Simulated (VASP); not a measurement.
# CaO (P6_3/mmc) in VASP: further runs

CaO is run at these levels: r2SCAN; tasks: single point.

Program: VASP 6.6.1. These are calculated values, not measurements. Logs are shortened: lines on timing, memory, paths and dates and some standing lists are left out, and cuts for length are marked.

**1. The cell of the first run**

It takes space group P6_3/mmc (No. 194, hexagonal). The conventional cell has a = 3.941 Å, b = 3.941 Å, c = 4.722 Å, α = 90.00°, β = 90.00°, γ = 120.00°. Within 3.0 Å of Ca (site symmetry -6m2) lie 5 O at 2.28 to 2.36 Å. O (site symmetry -6m2) has 5 Ca at 2.28 to 2.36 Å within 3.0 Å.

**2. Single point, r2SCAN (15.88 Å³/atom)**

Input file POSCAR:

```
CaO
1.0
    3.9406247660      0.0000000000      0.0000000000
   -1.9703123830      3.4126811541      0.0000000000
    0.0000000000      0.0000000000      4.7222544706
Ca O
2 2
Direct
    0.3333333333      0.6666666667     -0.0625000000
    0.6666666667      0.3333333333      0.4375000000
    0.3333333333      0.6666666667      0.4375000000
    0.6666666667      0.3333333333      0.9375000000
```

Input file INCAR.step1:

```
SYSTEM = CaO
  PREC = Accurate
  ENCUT = 520
  ISMEAR = 0
  SIGMA = 0.01
  LREAL = .False.
  LASPH = .True.
  NELM = 60
  NBANDS = 24
  GGA = PE
  ALGO = Normal
  EDIFF = 1E-4
  LWAVE = .True.
  LCHARG = .False.
```

Input file INCAR.step2:

```
SYSTEM = CaO
  PREC = Accurate
  ENCUT = 520
  EDIFF = 1E-6
  ISMEAR = 0
  SIGMA = 0.01
  LREAL = .False.
  LASPH = .True.
  NELM = 60
  ALGO = Normal
  ISIF = 2
  LWAVE = .False.
  LCHARG = .True.
  METAGGA = R2SCAN
  LMIXTAU = .True.
  LELF = .True.
  LVHAR = .True.
  NBANDS = 24
  ISTART = 1
```

Input file KPOINTS:

```
regular mesh
0
Gamma
  6 6 4
  0 0 0
```

Potentials or basis: VASP PAW PBE potentials, release 64 (Ca_sv, O).

The run is started by

```sh
$ cat potpaw_PBE.64/Ca_sv/POTCAR potpaw_PBE.64/O/POTCAR > POTCAR
$ cp INCAR.step1 INCAR
$ mpirun -np 1 vasp_std > vasp.out
$ cp INCAR.step2 INCAR
$ mpirun -np 1 vasp_std > vasp.out
```

OUTCAR:

```text
SYSTEM = CaO
   PREC = Accurate
   ENCUT = 520
   EDIFF = 1E-6
   ISMEAR = 0
   LREAL = .False.
   LASPH = .True.
   NELM = 60
   ISIF = 2
   METAGGA = R2SCAN
   ISTART = 1

 ion  position               nearest neighbor table
   1  0.333  0.667  0.938-   4 2.28   4 2.28   4 2.28   3 2.36   3 2.36
   2  0.667  0.333  0.438-   3 2.28   3 2.28   3 2.28   4 2.36   4 2.36
   3  0.333  0.667  0.438-   2 2.28   2 2.28   2 2.28   1 2.36   1 2.36
   4  0.667  0.333  0.938-   1 2.28   1 2.28   1 2.28   2 2.36   2 2.36

  LATTYP: Found a hexagonal cell.
 ALAT       =     3.9406247660
 C/A-ratio  =     1.1983517211

  Lattice vectors:

 A1 = (   3.9406247660,   0.0000000000,   0.0000000000)
 A2 = (  -1.9703123830,   3.4126811541,   0.0000000000)
 A3 = (   0.0000000000,   0.0000000000,   4.7222544706)

Analysis of symmetry for initial positions (statically):
=====================================================================
 Subroutine PRICEL returns:
 Original cell was already a primitive cell.

 Routine SETGRP: Setting up the symmetry group for a
 hexagonal supercell.

 Subroutine GETGRP returns: Found 24 space group operations
 (whereof  6 operations were pure point group operations)
 out of a pool of 24 trial point group operations.

The static configuration has the point symmetry C_3v.
 The point group associated with its full space group is D_6h.

Analysis of symmetry for dynamics (positions and initial velocities):
=====================================================================
 Subroutine PRICEL returns:
 Original cell was already a primitive cell.

 Routine SETGRP: Setting up the symmetry group for a
 hexagonal supercell.

 Subroutine GETGRP returns: Found 24 space group operations
 (whereof  6 operations were pure point group operations)
 out of a pool of 24 trial point group operations.

The dynamic configuration has the point symmetry C_3v.
 The point group associated with its full space group is D_6h.

 Subroutine INISYM returns: Found 24 space group operations
 (whereof  6 operations are pure point group operations),
 and found     1 'primitive' translations

----------------------------------------------------------------------------------------

                                     Primitive cell

  volume of cell :      63.5053

  direct lattice vectors                    reciprocal lattice vectors
     3.940624766  0.000000000  0.000000000     0.253766867  0.146512369  0.000000000
    -1.970312383  3.412681154  0.000000000     0.000000000  0.293024738  0.000000000
     0.000000000  0.000000000  4.722254471     0.000000000  0.000000000  0.211763260

  length of vectors
     3.940624766  3.940624766  4.722254471     0.293024738  0.293024738  0.211763260

  position of ions in fractional coordinates (direct lattice)
     0.333333333  0.666666667  0.937500000
     0.666666667  0.333333333  0.437500000
     0.333333333  0.666666667  0.437500000
     0.666666667  0.333333333  0.937500000

  ion indices of the primitive-cell ions
   primitive index   ion index
                 1           1
                 2           2
                 3           3
                 4           4

----------------------------------------------------------------------------------------

 KPOINTS: regular mesh

Automatic generation of k-mesh.
 Grid dimensions read from file:
 generate k-points for:    6    6    4

 Generating k-lattice:

  Cartesian coordinates                     Fractional coordinates (reciprocal lattice)
     0.042294478  0.024418728  0.000000000     0.166666667 -0.000000000  0.000000000
     0.000000000  0.048837456  0.000000000     0.000000000  0.166666667  0.000000000
     0.000000000  0.000000000  0.052940815     0.000000000  0.000000000  0.250000000

  Length of vectors
     0.048837456  0.048837456  0.052940815

  Shift w.r.t. Gamma in fractional coordinates (k-lattice)
     0.000000000  0.000000000  0.000000000

 Subroutine IBZKPT returns following result:
 ===========================================

 Found     21 irreducible k-points:

 Following reciprocal coordinates:
            Coordinates               Weight
  0.000000  0.000000  0.000000      1.000000
  0.166667  0.000000  0.000000      6.000000
  0.333333  0.000000  0.000000      6.000000
  0.500000  0.000000  0.000000      3.000000
  0.166667  0.166667  0.000000      6.000000
  0.333333  0.166667  0.000000     12.000000
[... 13 lines left out ...]
  0.333333  0.166667  0.500000     12.000000
  0.333333  0.333333  0.500000      2.000000
   k-points           NKPTS =     21   k-points in BZ     NKDIM =     21   number of bands    NBANDS=     24
   number of dos      NEDOS =    301   number of ions     NIONS =      4
   total plane-waves  NPLWV =  32400
   dimension x,y,z NGX =    30 NGY =   30 NGZ =   36
   dimension x,y,z NGXF=    60 NGYF=   60 NGZF=   72
   ions per type =               2   2
   NGX,Y,Z   is equivalent  to a cutoff of  12.66, 12.66, 12.67 a.u.
   NGXF,Y,Z  is equivalent  to a cutoff of  25.31, 25.31, 25.35 a.u.
 SYSTEM =  CaO
   PREC   = accura    normal or accurate (medium, high low for compatibility)
   ISTART =      1    job   : 0-new  1-cont  2-samecut
   ICHARG =      0    charge: 1-file 2-atom 10-const
   ISPIN  =      1    spin polarized calculation?
   LNONCOLLINEAR =      F non collinear calculations
   LSORBIT =      F    spin-orbit coupling
   LASPH  =      T    aspherical Exc in radial PAW
   ENCUT  =  520.0 eV  38.22 Ry    6.18 a.u.   7.33  7.33  8.78*2*pi/ulx,y,z
   NELM   =     60;   NELMIN=  2; NELMDL=  0     # of ELM steps
   EDIFF  = 0.1E-05   stopping-criterion for ELM
   LREAL  =      F    real-space projection
   EDIFFG = 0.1E-04   stopping-criterion for IOM
   NSW    =      0    number of steps for IOM
   IBRION =     -1    ionic relax: 0-MD 1-quasi-New 2-CG
   NFREE  =      0    steps in history (QN), initial steepest desc. (CG)
   ISIF   =      2    stress and relaxation
   ISYM   =      2    0-nonsym 1-usesym 2-fastsym
   POTIM  = 0.5000    time-step for ionic-motion
   TEBEG  =    0.0;   TEEND  =   0.0 temperature during run
   PSTRESS=    0.0 pullay stress
   NELECT =      32.0000    total number of electrons
   NUPDOWN=      -1.0000    fix difference up-down
   EMIN   =  10.00;   EMAX   =-10.00  energy-range for DOS
   EFERMI =   0.00;   METHOD = LEGACY
   ISMEAR =     0;   SIGMA  =   0.01  broadening in eV -4-tet -1-fermi 0-gaus
   EFERMI_NEDOS =   21; number of points for ismear=-14 and -15
   IALGO  =     38    algorithm
   IMIX   =      4    mixing-type and parameters
     AMIX     =   0.40;   BMIX     =  1.00
     AMIX_MAG =   1.60;   BMIX_MAG =  1.00
  volume/ion in A,a.u.               =      15.88       107.14
  Fermi-wavevector in a.u.,A,eV,Ry     =   1.302731  2.461805 23.090559  1.697108
  Thomas-Fermi vector in A             =   2.433780
   LORBIT       =      0    0 simple, 1 ext, 2 COOP (PROOUT), +10 PAW based schemes
   METAGGA = R2SCAN    functional components
   LHFCALC =     F    Hartree Fock is set to
   AEXX    =    0.0000 exact exchange contribution
   IVDW    =     0    specifies the selected vdW correction
   LEPSILON=     F    determine dielectric tensor
   LRPA    =     F    only Hartree local field effects (RPA)
 non-spin polarized calculation
 Gauss-broadening in eV      SIGMA  =   0.01
  energy-cutoff  :      520.00
  volume of cell :       63.51
 maximum number of plane-waves:      1727
 NGX is ok and might be reduce to    30
   NGX = 15   NGY = 15   NGZ = 17

 number of electron      31.9999997 magnetization

 Free energy of the ion-electron system (eV)
  ---------------------------------------------------
  ext. energy  EPLUGINS =         0.00000000
  ---------------------------------------------------
  free energy    TOTEN  =       -38.45348766 eV

  energy without entropy =      -38.45348766  energy(sigma->0) =      -38.45348766

 E-fermi :   1.2443     XC(G=0): -10.1480

 val. band max:        1.1917408379   @ k =   0.0000   0.0000   0.0000
 cond. band min:       4.9115077312   @ k =   0.0000   0.0000   0.0000
 fundamental gap:      3.7197668933
 Fermi energy:         1.2443306149

 k-point     1 :       0.0000    0.0000    0.0000
  band No.  band energies     occupation
      1     -37.7006      2.00000
      2     -37.5472      2.00000
      3     -18.2127      2.00000
      4     -17.9315      2.00000
      5     -17.9315      2.00000
      6     -17.7103      2.00000
[... 16 lines left out ...]
     23      10.4887      0.00000
     24      10.6909      0.00000

 k-point     2 :       0.1667    0.0000    0.0000
  band No.  band energies     occupation
      1     -37.6875      2.00000
      2     -37.5521      2.00000
      3     -18.1713      2.00000
      4     -18.0988      2.00000
      5     -17.9580      2.00000
      6     -17.9121      2.00000
[... 16 lines left out ...]
     23      10.1956      0.00000
     24      10.4757      0.00000

 k-point     3 :       0.3333    0.0000    0.0000
  band No.  band energies     occupation
      1     -37.6560      2.00000
      2     -37.5674      2.00000
      3     -18.3867      2.00000
      4     -18.2339      2.00000
      5     -18.0662      2.00000
      6     -18.0066      2.00000
[... 16 lines left out ...]
     23      10.2655      0.00000
     24      10.4955      0.00000

 k-point     4 :       0.5000    0.0000    0.0000
  band No.  band energies     occupation
      1     -37.6330      2.00000
      2     -37.5821      2.00000
      3     -18.5148      2.00000
      4     -18.3688      2.00000
      5     -18.0294      2.00000
      6     -17.9834      2.00000
[... 16 lines left out ...]
     23      10.5775      0.00000
     24      10.7825      0.00000

 k-point     5 :       0.1667    0.1667    0.0000
  band No.  band energies     occupation
      1     -37.6649      2.00000
      2     -37.5625      2.00000
      3     -18.2952      2.00000
      4     -18.1769      2.00000
      5     -18.0969      2.00000
      6     -17.9978      2.00000
[... 16 lines left out ...]
     23      10.3171      0.00000
     24      10.4112      0.00000

 k-point     6 :       0.3333    0.1667    0.0000
  band No.  band energies     occupation
      1     -37.6331      2.00000
      2     -37.5820      2.00000
      3     -18.4686      2.00000
      4     -18.3727      2.00000
      5     -18.0662      2.00000
      6     -17.9840      2.00000
[... 16 lines left out ...]
     23      10.1984      0.00000
     24      10.8091      0.00000
[... 298 lines left out ...]
 k-point    18 :       0.5000    0.0000    0.5000
  band No.  band energies     occupation
      1     -37.6060      2.00000
      2     -37.6060      2.00000
      3     -18.8373      2.00000
      4     -18.8373      2.00000
      5     -17.8709      2.00000
      6     -17.8709      2.00000
[... 16 lines left out ...]
     23      10.4957      0.00000
     24      10.4957      0.00000

 k-point    19 :       0.1667    0.1667    0.5000
  band No.  band energies     occupation
      1     -37.6124      2.00000
      2     -37.6124      2.00000
      3     -18.6469      2.00000
      4     -18.6469      2.00000
      5     -17.8644      2.00000
      6     -17.8644      2.00000
[... 16 lines left out ...]
     23      10.3025      0.00000
     24      10.3025      0.00000

 k-point    20 :       0.3333    0.1667    0.5000
  band No.  band energies     occupation
      1     -37.6060      2.00000
      2     -37.6060      2.00000
      3     -18.8244      2.00000
      4     -18.8244      2.00000
      5     -17.9016      2.00000
      6     -17.9016      2.00000
[... 16 lines left out ...]
     23      10.6687      0.00000
     24      10.6687      0.00000

 k-point    21 :       0.3333    0.3333    0.5000
  band No.  band energies     occupation
      1     -37.6039      2.00000
      2     -37.6039      2.00000
      3     -18.8671      2.00000
      4     -18.8671      2.00000
      5     -17.9372      2.00000
      6     -17.9372      2.00000
[... 16 lines left out ...]
     23      10.6777      0.00000
     24      10.6777      0.00000

------------------------ aborting loop because EDIFF is reached ----------------------------------------

  FORCE on cell =-STRESS in cart. coord.  units (eV):
  Direction    XX          YY          ZZ          XY          YZ          ZX
  --------------------------------------------------------------------------------------
  -------------------------------------------------------------------------------------
  Total        1.6030020      1.6030020      1.7247158      0.0000000      0.0000000      0.0000000
  in kB       40.4421722     40.4421722     43.5128901      0.0000000      0.0000000      0.0000000
  external PRESSURE =      41.4657448 kB  Pullay stress =       0.0000000 kB

 VOLUME and BASIS-vectors are now :
 -----------------------------------------------------------------------------
  energy-cutoff  :      520.00
  volume of cell :       63.51
      direct lattice vectors                 reciprocal lattice vectors
     3.940624766  0.000000000  0.000000000     0.253766867  0.146512369  0.000000000
    -1.970312383  3.412681154  0.000000000     0.000000000  0.293024738  0.000000000
     0.000000000  0.000000000  4.722254471     0.000000000  0.000000000  0.211763260

 POSITION                                       TOTAL-FORCE (eV/Angst)
 -----------------------------------------------------------------------------------
     -0.00000      2.27512      4.42711         0.000000      0.000000      0.000000
      1.97031      1.13756      2.06599         0.000000      0.000000     -0.000000
     -0.00000      2.27512      2.06599        -0.000000      0.000000     -0.000000
      1.97031      1.13756      4.42711         0.000000     -0.000000     -0.000000
 -----------------------------------------------------------------------------------
    total drift:                               -0.000000      0.000000      0.000000

  FREE ENERGIE OF THE ION-ELECTRON SYSTEM (eV)
  ---------------------------------------------------
  free  energy   TOTEN  =       -38.4534876609 eV

  energy  without entropy=      -38.4534876609  energy(sigma->0) =      -38.45348766
```

It took 64 s on 1 thread of Intel Xeon 6975P-C (Granite Rapids), shared host; peak memory 0.19 GiB.

What came out:

```yaml
Free_energy: -38.4535 eV
Pressure: 4.1 GPa
Band_gap_on_the_k_mesh: 3.72 eV
```

Stress tensor (GPa, compression positive):
```
4.04 0.00 0.00
0.00 4.04 0.00
0.00 0.00 4.35
```

Levels at points of the mesh, in eV from the valence-band top:
```
           k point  band 14  band 15  band 16  band 17  band 18  band 19
(0.00, 0.00, 0.00)    -1.23    -1.06     0.00     3.72     6.89     6.89
(0.50, 0.00, 0.00)    -0.82    -0.59    -0.40     5.18     5.85     5.92
(0.00, 0.00, 0.50)    -1.35    -1.35    -1.35     5.56     5.56     8.65
(0.50, 0.00, 0.50)    -1.12    -0.77    -0.77     5.91     5.91     8.14
```

Caveat: the cell stands under pressure; the structure was generated, so it needn't be the stable form of CaO; the PAW data sets were made with another functional, which shifts forces and pressure a little.

**3. Single point, r2SCAN**

This run uses another cell than the first one, of 16.37 Å³/atom.

Input file POSCAR:

```
CaO
1.0
    3.9808380002      0.0000000000      0.0000000000
   -1.9904190001      3.4475068365      0.0000000000
    0.0000000000      0.0000000000      4.7704440691
Ca O
2 2
Direct
    0.3333333333      0.6666666667     -0.0625000000
    0.6666666667      0.3333333333      0.4375000000
    0.3333333333      0.6666666667      0.4375000000
    0.6666666667      0.3333333333      0.9375000000
```

Input file INCAR.step1:

```
SYSTEM = CaO
PREC = Accurate ; ENCUT = 520
ISMEAR = 0 ; SIGMA = 0.01
LREAL = .False. ; LASPH = .True.
NELM = 60 ; NBANDS = 24
GGA = PE ; ALGO = Normal
EDIFF = 1E-4 ; LWAVE = .True.
LCHARG = .False.
```

Input file INCAR.step2:

```
SYSTEM = CaO
PREC = Accurate ; ENCUT = 520
EDIFF = 1E-7 ; ISMEAR = 0
SIGMA = 0.01 ; LREAL = .False.
LASPH = .True. ; NELM = 60
ALGO = Normal ; ISIF = 2
LWAVE = .False. ; LCHARG = .False.
METAGGA = R2SCAN ; LMIXTAU = .True.
NBANDS = 24 ; ISTART = 1
```

KPOINTS is that of step 2.

Potentials or basis: VASP PAW PBE potentials, release 64 (Ca_sv, O).

The run is started by

```sh
$ cat potpaw_PBE.64/Ca_sv/POTCAR potpaw_PBE.64/O/POTCAR > POTCAR
$ cp INCAR.step1 INCAR
$ mpirun -np 1 vasp_std > vasp.out
$ cp INCAR.step2 INCAR
$ mpirun -np 1 vasp_std > vasp.out
```

Wall time 67 s (1 thread of Intel Xeon 6975P-C (Granite Rapids), shared host); peak memory 0.19 GiB.

Results (log left out):

```yaml
Free_energy: -38.4864 eV
Pressure: 1.0 GPa
Band_gap_on_the_k_mesh: 3.61 eV
```

Stress tensor (GPa, compression positive):
```
1.01 0.00 0.00
0.00 1.01 0.00
0.00 0.00 0.91
```

Levels at points of the mesh, in eV from the valence-band top:
| k point | band 12 | band 13 | band 14 | band 15 | band 16 | band 17 | band 18 | band 19 | band 20 | band 21 |
| --- | --- | --- | --- | --- | --- | --- | --- | --- | --- | --- |
| (0.00, 0.00, 0.00) | -1.20 | -1.17 | -1.17 | -1.08 | 0.00 | 3.61 | 6.82 | 6.82 | 8.41 | 8.48 |
| (0.50, 0.00, 0.00) | -1.06 | -0.85 | -0.83 | -0.58 | -0.38 | 5.13 | 5.79 | 5.88 | 8.33 | 8.41 |
| (0.00, 0.00, 0.50) | -1.58 | -1.30 | -1.30 | -1.30 | -1.30 | 5.44 | 5.44 | 8.50 | 8.50 | 8.50 |
| (0.50, 0.00, 0.50) | -2.06 | -1.07 | -1.07 | -0.75 | -0.75 | 5.83 | 5.83 | 8.02 | 8.02 | 8.68 |

Caveat: the structure was generated, so it needn't be the stable form of CaO; the PAW data sets were made with another functional, which shifts forces and pressure a little.
